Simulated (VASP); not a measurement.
C:

```xyz
2
Lattice="0.0000 1.8068 1.8068 1.8068 0.0000 1.8068 1.8068 1.8068 0.0000" Properties=species:S:1:pos:R:3 pbc="T T T"
C     2.7103    2.7103    2.7103
C     1.8068    1.8068    1.8068
```

Base run:

| Quantity | Value |
| --- | --- |
| Program | VASP 6.6.1 |
| Functional | PBE0 |
| Potentials or basis | VASP PAW PBE potentials, release 64 (C) |
| Cutoff | 520 eV |
| k mesh | 8 × 8 × 8 |
| Occupations | fermi-dirac, width 0.05 eV |
| Spin | no spin polarisation |

Its results: band gap on the k mesh 5.94 eV (least direct gap 7.59 eV); pressure -23.7 GPa.

Q: The run is repeated on the same cell with these changes: functional from PBE0 to HSE06. What comes out?

A: Band gap on the k mesh 5.18 eV (least direct gap 6.85 eV); pressure -23.5 GPa.

Caveats: the cell stands under tension; the PAW data sets were made with another functional, which shifts forces and pressure a little.

A k mesh can miss the band edges.
